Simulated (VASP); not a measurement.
A run of VASP 6.6.1 is set up as follows.

File INCAR:

```
SYSTEM = Nd2ScCl2
PREC = Accurate
ENCUT = 500
EDIFF = 1E-6
ISMEAR = 0
SIGMA = 0.1
LREAL = .FALSE.
LASPH = .TRUE.
NELM = 200
ALGO = Normal
ISIF = 2
LWAVE = .FALSE.
LCHARG = .FALSE.
GGA = PE
NBANDS = 32
GGA_COMPAT = .FALSE.
LMAXMIX = 6
```

Contents of KPOINTS:

```
regular mesh
0
G
  4 4 4
  0 0 0
```

File POSCAR:

```
Nd2ScCl2
1.0
    2.1329139100     -7.8497655500      0.0000000000
    2.1329139100      7.8497655500      0.0000000000
    0.0000000000      0.0000000000      4.0942231100
Nd Sc Cl
2 1 2
Direct
    0.3624464100      0.6375535900      0.5000000000
    0.6375535900      0.3624464100      0.5000000000
    0.0000000000      0.0000000000      0.0000000000
    0.2000632400      0.7999367600      0.0000000000
    0.7999367600      0.2000632400      0.0000000000
```

Potentials or basis: VASP PAW PBE potentials, release 64 (Nd_3, Sc_sv, Cl), 4f in core.

Run with:

```bash
$ cat potpaw_PBE.64/Nd_3/POTCAR potpaw_PBE.64/Sc_sv/POTCAR potpaw_PBE.64/Cl/POTCAR > POTCAR
$ mpirun -np 1 vasp_std > vasp.out
```

Problem. What does it give for the pressure?

Solution. -1.9 GPa.

Problem. Estimate the largest force.

Solution. 2.798 eV/Å.

Problem. Estimate the band gap on the k mesh.

Solution. Zero (an odd number of electrons rules out a gap without spin polarisation).

Stress tensor (GPa, compression positive):
```
 2.63  0.00  0.00
 0.00 -1.38  0.00
 0.00  0.00 -7.04
```

Caveat: the k points lie up to 0.38 Å⁻¹ apart, too coarse for converged energies and pressures of a metal; spin-orbit coupling is left out, which moves the levels of the heavy elements; the 4f electrons are frozen in the core, so they carry no moment and show no levels; an odd number of electrons without spin polarisation forces a metal; a magnetic or distorted state may lie lower; the run has no spin polarisation, though such a crystal can be magnetic. With open d or f shells a metallic result of PBE can be an artefact of self-interaction; +U or a hybrid may open a gap.
